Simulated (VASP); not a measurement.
# Pd (Im-3m) in VASP: a series of runs

The runs below take Pd through single point, with r2SCAN, PBEsol+D4, RPBE.

Program: VASP 6.6.1. These are calculated values, not measurements. Logs are shortened: lines on timing, memory, paths and dates and some standing lists are left out, and cuts for length are marked.

## 1. The cell of the first run

It takes space group Im-3m (No. 229, cubic). The conventional cell has a = 3.145 Å, b = 3.145 Å, c = 3.145 Å, α = 90.00°, β = 90.00°, γ = 90.00°. Within 3.6 Å of Pd (site symmetry m-3m) lie 14 Pd at 2.72 to 3.14 Å.

## 2. Single point, r2SCAN, non-collinear spin, zero start, spin-orbit coupling

File POSCAR:

```
Pd
1.0
   -1.5722810000      1.5722810000      1.5722810000
    1.5722810000     -1.5722810000      1.5722810000
    1.5722810000      1.5722810000     -1.5722810000
Pd
1
Direct
    0.0000000000      0.0000000000      0.0000000000
```

File INCAR.step1:

```
SYSTEM = Pd
  PREC = Accurate
  ENCUT = 520
  ISMEAR = -1
  SIGMA = 0.05
  LREAL = .FALSE.
  LASPH = .TRUE.
  NELM = 150
  LNONCOLLINEAR = .TRUE.
  MAGMOM = 0 0 0
  LSORBIT = .TRUE.
  GGA_COMPAT = .FALSE.
  LMAXMIX = 4
  NBANDS = 21
  GGA = PE
  ALGO = Normal
  EDIFF = 1E-4
  LWAVE = .TRUE.
  LCHARG = .FALSE.
```

File INCAR.step2:

```
SYSTEM = Pd
  PREC = Accurate
  ENCUT = 520
  EDIFF = 1E-6
  ISMEAR = -1
  SIGMA = 0.05
  LREAL = .FALSE.
  LASPH = .TRUE.
  NELM = 150
  ALGO = Normal
  ISIF = 2
  LWAVE = .FALSE.
  LCHARG = .FALSE.
  LNONCOLLINEAR = .TRUE.
  MAGMOM = 0 0 0
  LORBIT = 11
  LSORBIT = .TRUE.
  GGA_COMPAT = .FALSE.
  LORBMOM = .TRUE.
  LMAXMIX = 4
  METAGGA = R2SCAN
  LMIXTAU = .TRUE.
  NBANDS = 21
  ISTART = 1
```

File KPOINTS:

```
Automatic mesh
0
G
  9 9 9
  0 0 0
```

Potentials or basis: VASP PAW PBE potentials, release 64 (Pd).

The run is started by

```
$ cat potpaw_PBE.64/Pd/POTCAR > POTCAR
$ cp INCAR.step1 INCAR
$ mpirun -np 1 vasp_ncl > vasp.out
$ cp INCAR.step2 INCAR
$ mpirun -np 1 vasp_ncl > vasp.out
```

OUTCAR:

```text
SYSTEM = Pd
   PREC = Accurate
   ENCUT = 520
   EDIFF = 1E-6
   ISMEAR = -1
   LREAL = .FALSE.
   LASPH = .TRUE.
   NELM = 150
   ISIF = 2
   LNONCOLLINEAR = .TRUE.
   LORBIT = 11
   LSORBIT = .TRUE.
   METAGGA = R2SCAN
   ISTART = 1

 ion  position               nearest neighbor table
   1  0.000  0.000  0.000-

  LATTYP: Found a body centered cubic cell.
 ALAT       =     3.1445620000

  Lattice vectors:

 A1 = (  -1.5722810000,   1.5722810000,   1.5722810000)
 A2 = (   1.5722810000,  -1.5722810000,   1.5722810000)
 A3 = (   1.5722810000,   1.5722810000,  -1.5722810000)

Analysis of symmetry for initial positions (statically):
=====================================================================
 Subroutine PRICEL returns:
 Original cell was already a primitive cell.

 Routine SETGRP: Setting up the symmetry group for a
 body centered cubic supercell.

 Subroutine GETGRP returns: Found 48 space group operations
[... 9 lines left out ...]

 Routine SETGRP: Setting up the symmetry group for a
 body centered cubic supercell.

 Subroutine GETGRP returns: Found 48 space group operations
 (whereof 48 operations were pure point group operations)
 out of a pool of 48 trial point group operations.

The dynamic configuration has the point symmetry O_h .

Analysis of structural, dynamic, and magnetic symmetry:
=====================================================================
 Subroutine PRICEL returns:
 Original cell was already a primitive cell.

 Routine SETGRP: Setting up the symmetry group for a
 body centered cubic supercell.

 Subroutine GETGRP returns: Found 48 space group operations
 (whereof 48 operations were pure point group operations)
 out of a pool of 48 trial point group operations.

The overall configuration has the point symmetry O_h .

 Subroutine INISYM returns: Found 48 space group operations
[... 5 lines left out ...]
                                     Primitive cell

  volume of cell :      15.5471

  direct lattice vectors                    reciprocal lattice vectors
    -1.572281000  1.572281000  1.572281000     0.000000000  0.318009313  0.318009313
     1.572281000 -1.572281000  1.572281000     0.318009313  0.000000000  0.318009313
     1.572281000  1.572281000 -1.572281000     0.318009313  0.318009313  0.000000000

  length of vectors
     2.723270576  2.723270576  2.723270576     0.449733083  0.449733083  0.449733083

  position of ions in fractional coordinates (direct lattice)
     0.000000000  0.000000000  0.000000000

  ion indices of the primitive-cell ions
   primitive index   ion index
                 1           1

----------------------------------------------------------------------------------------

 KPOINTS: Automatic mesh

Automatic generation of k-mesh.
 Grid dimensions read from file:
 generate k-points for:    9    9    9

 Generating k-lattice:

  Cartesian coordinates                     Fractional coordinates (reciprocal lattice)
     0.000000000  0.035334368  0.035334368     0.111111111  0.000000000  0.000000000
     0.035334368  0.000000000  0.035334368     0.000000000  0.111111111  0.000000000
     0.035334368  0.035334368  0.000000000     0.000000000  0.000000000  0.111111111

  Length of vectors
     0.049970343  0.049970343  0.049970343

  Shift w.r.t. Gamma in fractional coordinates (k-lattice)
     0.000000000  0.000000000  0.000000000

 Subroutine IBZKPT returns following result:
 ===========================================

 Found     35 irreducible k-points:

 Following reciprocal coordinates:
            Coordinates               Weight
  0.000000  0.000000  0.000000      1.000000
  0.111111  0.000000  0.000000     12.000000
  0.222222  0.000000  0.000000     12.000000
  0.333333  0.000000  0.000000     12.000000
  0.444444  0.000000  0.000000     12.000000
  0.111111  0.111111  0.000000     24.000000
[... 16 lines left out ...]
 -0.333333  0.444444  0.111111     48.000000
 -0.444444 -0.444444  0.111111     24.000000
 [... further k-points ...]
   k-points           NKPTS =     35   k-points in BZ     NKDIM =     35   number of bands    NBANDS=     21
   number of dos      NEDOS =    301   number of ions     NIONS =      1
   total plane-waves  NPLWV =   8000
   dimension x,y,z NGX =    20 NGY =   20 NGZ =   20
   dimension x,y,z NGXF=    40 NGYF=   40 NGZF=   40
   ions per type =               1
   NGX,Y,Z   is equivalent  to a cutoff of  12.21, 12.21, 12.21 a.u.
   NGXF,Y,Z  is equivalent  to a cutoff of  24.42, 24.42, 24.42 a.u.
 SYSTEM =  Pd
   PREC   = accura    normal or accurate (medium, high low for compatibility)
   ISTART =      1    job   : 0-new  1-cont  2-samecut
   ICHARG =      0    charge: 1-file 2-atom 10-const
   ISPIN  =      1    spin polarized calculation?
   LNONCOLLINEAR =      T non collinear calculations
   LSORBIT =      T    spin-orbit coupling
   LASPH  =      T    aspherical Exc in radial PAW
   ENCUT  =  520.0 eV  38.22 Ry    6.18 a.u.   5.06  5.06  5.06*2*pi/ulx,y,z
   NELM   =    150;   NELMIN=  2; NELMDL=  0     # of ELM steps
   EDIFF  = 0.1E-05   stopping-criterion for ELM
   LREAL  =      F    real-space projection
   EDIFFG = 0.1E-04   stopping-criterion for IOM
   NSW    =      0    number of steps for IOM
   IBRION =     -1    ionic relax: 0-MD 1-quasi-New 2-CG
   NFREE  =      0    steps in history (QN), initial steepest desc. (CG)
   ISIF   =      2    stress and relaxation
   ISYM   =      2    0-nonsym 1-usesym 2-fastsym
   POTIM  = 0.5000    time-step for ionic-motion
   TEBEG  =    0.0;   TEEND  =   0.0 temperature during run
   PSTRESS=    0.0 pullay stress
   NELECT =      10.0000    total number of electrons
   NUPDOWN=      -1.0000    fix difference up-down
   EMIN   =  10.00;   EMAX   =-10.00  energy-range for DOS
   EFERMI =   0.00;   METHOD = LEGACY
   ISMEAR =    -1;   SIGMA  =   0.05  broadening in eV -4-tet -1-fermi 0-gaus
   EFERMI_NEDOS =   21; number of points for ismear=-14 and -15
   IALGO  =     38    algorithm
   IMIX   =      4    mixing-type and parameters
     AMIX     =   0.40;   BMIX     =  1.00
     AMIX_MAG =   1.60;   BMIX_MAG =  1.00
  volume/ion in A,a.u.               =      15.55       104.92
  Fermi-wavevector in a.u.,A,eV,Ry     =   1.413160  2.670485 27.171123  1.997021
  Thomas-Fermi vector in A             =   2.534834
   LORBIT       =     11    0 simple, 1 ext, 2 COOP (PROOUT), +10 PAW based schemes
   METAGGA = R2SCAN    functional components
   LHFCALC =     F    Hartree Fock is set to
   AEXX    =    0.0000 exact exchange contribution
   IVDW    =     0    specifies the selected vdW correction
   LEPSILON=     F    determine dielectric tensor
   LRPA    =     F    only Hartree local field effects (RPA)
  energy-cutoff  :      520.00
  volume of cell :       15.55
 maximum number of plane-waves:       864
   NGX = 11   NGY = 11   NGZ = 11

 number of electron      10.0000005 magnetization      -0.0000000     -0.0000000     -0.0000000

 number of electron      10.0000005 magnetization      -0.0000000      0.0000000     -0.0000000

 number of electron      10.0000005 magnetization       0.0000000     -0.0000000      0.0000000

 Free energy of the ion-electron system (eV)
  ---------------------------------------------------
  ext. energy  EPLUGINS =         0.00000000
  ---------------------------------------------------
  free energy    TOTEN  =       -22.95154153 eV

  energy without entropy =      -22.94507099  energy(sigma->0) =      -22.94830626

 E-fermi :   8.7642     XC(G=0): -13.7336

 val. band max:        8.6835266487   @ k =   0.4444   0.1111   0.0000
 cond. band min:       8.8569273288   @ k =  -0.4444  -0.4444   0.3333
 fundamental gap:      0.1734006801
 Fermi energy:         8.7641758856

 k-point     1 :       0.0000    0.0000    0.0000
  band No.  band energies     occupation
      1       1.9963      1.00000
      2       1.9963      1.00000
      3       5.8178      1.00000
      4       5.8178      1.00000
      5       5.8178      1.00000
      6       5.8178      1.00000
[... 13 lines left out ...]
     20      31.4966      0.00000
     21      37.1932      0.00000
[... 529 lines left out ...]
 k-point    24 :      -0.4444   -0.4444    0.1111
  band No.  band energies     occupation
      1       4.4110      1.00000
      2       4.4110      1.00000
      3       5.4101      1.00000
      4       5.4101      1.00000
      5       6.0931      1.00000
      6       6.0931      1.00000
[... 13 lines left out ...]
     20      32.4830      0.00000
     21      32.6301      0.00000

 [... further k-points ...]
[... 5 lines left out ...]
  --------------------------------------------------------------------------------------
  -------------------------------------------------------------------------------------
  Total       -0.5024612     -0.5024612     -0.5024612      0.0000000     -0.0000000      0.0000000
  in kB      -51.7800735    -51.7800735    -51.7800735      0.0000000     -0.0000000      0.0000000
  external PRESSURE =     -51.7800735 kB  Pullay stress =       0.0000000 kB

 VOLUME and BASIS-vectors are now :
 -----------------------------------------------------------------------------
  energy-cutoff  :      520.00
  volume of cell :       15.55
      direct lattice vectors                 reciprocal lattice vectors
    -1.572281000  1.572281000  1.572281000     0.000000000  0.318009313  0.318009313
     1.572281000 -1.572281000  1.572281000     0.318009313  0.000000000  0.318009313
     1.572281000  1.572281000 -1.572281000     0.318009313  0.318009313  0.000000000

 POSITION                                       TOTAL-FORCE (eV/Angst)
 -----------------------------------------------------------------------------------
      0.00000      0.00000      0.00000        -0.000000      0.000000     -0.000000
 -----------------------------------------------------------------------------------
    total drift:                                0.000000     -0.000000      0.000000

  FREE ENERGIE OF THE ION-ELECTRON SYSTEM (eV)
  ---------------------------------------------------
  free  energy   TOTEN  =       -22.9515415345 eV

  energy  without entropy=      -22.9450709883  energy(sigma->0) =      -22.94830626

 orbital moment (x)

 # of ion     p       d       tot
 ----------------------------------------
  1         0.000  -0.000  -0.000
 ----------------------------------------
            0.000  -0.000  -0.000

 orbital moment (y)

 # of ion     p       d       tot
 ----------------------------------------
  1        -0.000   0.000   0.000
 ----------------------------------------
           -0.000   0.000   0.000

 orbital moment (z)

 # of ion     p       d       tot
 ----------------------------------------
  1         0.000  -0.000  -0.000
 ----------------------------------------
            0.000  -0.000  -0.000

 Spin-Orbit-Coupling matrix elements

 Ion:    1  E_soc:     -0.0783393
 l=   1
     0.0000000    -0.0021193    -0.0021193
    -0.0021193     0.0000000    -0.0021193
    -0.0021193    -0.0021193     0.0000000
 l=   2
     0.0000000    -0.0029948     0.0000000    -0.0029948    -0.0079425
    -0.0029948     0.0000000    -0.0059569    -0.0029948    -0.0019856
     0.0000000    -0.0059569     0.0000000    -0.0059569     0.0000000
    -0.0029948    -0.0029948    -0.0059569     0.0000000    -0.0019856
    -0.0079425    -0.0019856     0.0000000    -0.0019856     0.0000000
 l=   3
     0.0000000     0.0000000     0.0000000     0.0000000     0.0000000     0.0000000     0.0000000
     0.0000000     0.0000000     0.0000000     0.0000000     0.0000000     0.0000000     0.0000000
     0.0000000     0.0000000     0.0000000     0.0000000     0.0000000     0.0000000     0.0000000
     0.0000000     0.0000000     0.0000000     0.0000000     0.0000000     0.0000000     0.0000000
     0.0000000     0.0000000     0.0000000     0.0000000     0.0000000     0.0000000     0.0000000
     0.0000000     0.0000000     0.0000000     0.0000000     0.0000000     0.0000000     0.0000000
     0.0000000     0.0000000     0.0000000     0.0000000     0.0000000     0.0000000     0.0000000

 total charge

# of ion       s       p       d       tot
------------------------------------------
    1        0.487   0.404   8.496   9.388

 magnetization (x)

# of ion       s       p       d       tot
------------------------------------------
    1        0.000  -0.000   0.000   0.000

 magnetization (y)

# of ion       s       p       d       tot
------------------------------------------
    1        0.000  -0.000  -0.000   0.000

 magnetization (z)

# of ion       s       p       d       tot
------------------------------------------
    1        0.000   0.000  -0.000   0.000
```

Wall time 82 s (1 thread of AMD EPYC 9R45 (Zen 5), shared host); peak memory 0.16 GiB.

Results:

| Property | Result |
| --- | --- |
| Free energy | -22.9515 eV |
| Pressure | -5.2 GPa |
| Net moment | 0.00 μB per cell |
| Valence electrons inside the program's atomic spheres | Pd 9.39 |

Moments on the atoms (μB; x, y, z):
```
Pd  0.00 0.00 0.00
```

Caveat: the PAW data sets were made with another functional, which shifts forces and pressure a little.

## 3. Single point, PBEsol+D4

File INCAR:

```
SYSTEM = Pd
PREC = Accurate
ENCUT = 520
EDIFF = 1E-6
ISMEAR = -1
SIGMA = 0.02
LREAL = .FALSE.
LASPH = .TRUE.
NELM = 80
ALGO = Normal
ISIF = 2
LWAVE = .FALSE.
LCHARG = .FALSE.
GGA = PS
IVDW = 13
NBANDS = 11
```

File KPOINTS:

```
regular mesh
0
G
  12 12 12
  0 0 0
```

POSCAR is that of step 2.

Potentials or basis: VASP PAW PBE potentials, release 64 (Pd).

The run is started by

```
$ cat potpaw_PBE.64/Pd/POTCAR > POTCAR
$ mpirun -np 1 vasp_std > vasp.out
```

Wall time 6.7 s (1 thread of AMD EPYC 7R13 (Zen 3), shared host); peak memory 0.1 GiB.

Results (log left out):

- Free energy: -6.1530 eV
- Pressure: -13.1 GPa
- Band gap on the k mesh: zero (band 5 reaches 9.31 eV, above the bottom of band 6 at 7.77 eV)
- Dispersion energy per atom: -0.273 eV

Levels at points of the mesh, in eV from the Fermi level:
```tsv
k point	band 2	band 3	band 4	band 5	band 6	band 7	band 8	band 9
(0.00, 0.00, 0.00)	-2.71	-2.71	-2.71	-0.84	-0.84	19.24	19.24	19.24
(0.50, 0.00, 0.00)	-3.83	-0.92	-0.63	0.59	1.44	7.51	14.98	17.29
(0.50, 0.50, 0.50)	-4.81	0.23	0.23	0.23	8.99	8.99	8.99	16.84
```

Caveat: the PAW data sets were made with another functional, which shifts forces and pressure a little; pairwise dispersion overbinds metals, which lowers pressure and volume.

## 4. Single point, RPBE (volume scaled by 1.15)

File INCAR:

```
SYSTEM = Pd
PREC = Accurate ; ENCUT = 520
EDIFF = 1E-6 ; ISMEAR = -1
SIGMA = 0.1 ; LREAL = .False.
LASPH = .True. ; NELM = 100
ALGO = Fast ; ISIF = 2
LWAVE = .False. ; LCHARG = .False.
GGA = RP ; NBANDS = 11
```

File KPOINTS:

```
Automatic mesh
0
Gamma
  12 12 12
  0 0 0
```

File POSCAR:

```
Pd
1.0
   -1.6472623784      1.6472623784      1.6472623784
    1.6472623784     -1.6472623784      1.6472623784
    1.6472623784      1.6472623784     -1.6472623784
Pd
1
Direct
    0.0000000000      0.0000000000      0.0000000000
```

The run is started by

```
$ cat potpaw_PBE.64/Pd/POTCAR > POTCAR
$ mpirun -np 1 vasp_std > vasp.out
```

It took 11 s on 1 thread of AMD EPYC 7R13 (Zen 3), shared host; peak memory 0.11 GiB.

It converged, with:

* Free energy: -4.5285 eV
* Pressure: -12.0 GPa
* Band gap on the k mesh: zero (band 5 reaches 7.41 eV, above the bottom of band 6 at 6.21 eV)

Levels at points of the mesh, in eV from the Fermi level:
```csv
k point,band 3,band 4,band 5,band 6,band 7,band 8
"(0.00, 0.00, 0.00)",-2.19,-2.19,-0.71,-0.71,18.84,18.84
"(0.50, 0.00, 0.00)",-0.78,-0.56,0.41,1.78,6.53,14.58
"(0.50, 0.50, 0.50)",0.13,0.13,0.13,8.60,8.60,8.60
```

Caveat: the PAW data sets were made with another functional, which shifts forces and pressure a little.

## 5. Summary

| level | spin | cell | k mesh | smearing | gap on the mesh (eV) | pressure (GPa) |
| --- | --- | --- | --- | --- | --- | --- |
| r2SCAN | non-collinear, zero start, SOC | a = 2.723 Å, angles 109.5°, 1 atom | 9 × 9 × 9 | fermi-dirac 0.05 eV | - | -5.2 |
| PBEsol+D4 | off | a = 2.723 Å, angles 109.5°, 1 atom | 12 × 12 × 12 | fermi-dirac 0.02 eV | none | -13.1 |
| RPBE | off | a = 2.853 Å, angles 109.5°, 1 atom | 12 × 12 × 12 | fermi-dirac 0.1 eV | none | -12.0 |

Alike in all rows: task single point; potentials or basis VASP PAW PBE potentials, release 64 (Pd); cutoff (eV) 520.

Caveats: the PAW data sets were made with another functional, which shifts forces and pressure a little; pairwise dispersion overbinds metals, which lowers pressure and volume (some runs).

Absolute energies hang on the potentials; compare differences alone.
